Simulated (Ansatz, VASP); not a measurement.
# Re in VASP and in Ansatz

```xyz
2
Lattice="2.7748 0.0000 0.0000 -1.3874 2.4031 0.0000 0.0000 0.0000 4.4842" Properties=species:S:1:pos:R:3 pbc="T T T"
Re    0.0000    1.5610    1.1211
Re    1.3874    0.8420    3.3632
```

Change from the starting cell: mode 4 frozen in at +0.000 Å and mode 6 at -0.041 Å (largest displacements).

Alike in both runs: task single point; functional PBE; k mesh 18 × 18 × 10; occupations gaussian, width 0.15 eV; no spin polarisation.

|  | VASP | Ansatz |
| --- | --- | --- |
| version | VASP 6.6.1 | Ansatz 0.2.0 |
| potentials or method | VASP PAW PBE potentials, release 64 (Re), cutoff 520 eV | scalar-relativistic, plane waves, PAW |
| valence electrons in the cell | 14 | 30 |

Ansatz gave:

```
gap on the k mesh at the Fermi level (eV)                     : none
pressure (GPa)                                                : 0.2
traceless stress, the component that is largest in VASP (GPa) : 1.60
rms of the force components (eV/Å)                            : 0.209
```

**Question.** What did VASP give for the same quantities?

**Answer.** gap on the k mesh at the Fermi level (eV): none; pressure (GPa): -0.3; traceless stress, the component that is largest in VASP (GPa): 1.62; rms of the force components (eV/Å): 0.204.

Atom by atom the forces differ by 0.005 eV/Å (rms over components). A gap of «none» marks a metal or a gap that the smearing closes. The functional is the same, so the differences come from potentials, cutoffs and numerics. VASP's potentials hold 14 valence electrons a cell and Ansatz's 30, so a difference there can come from the potentials and not from the codes.

Spin-orbit coupling is off throughout.
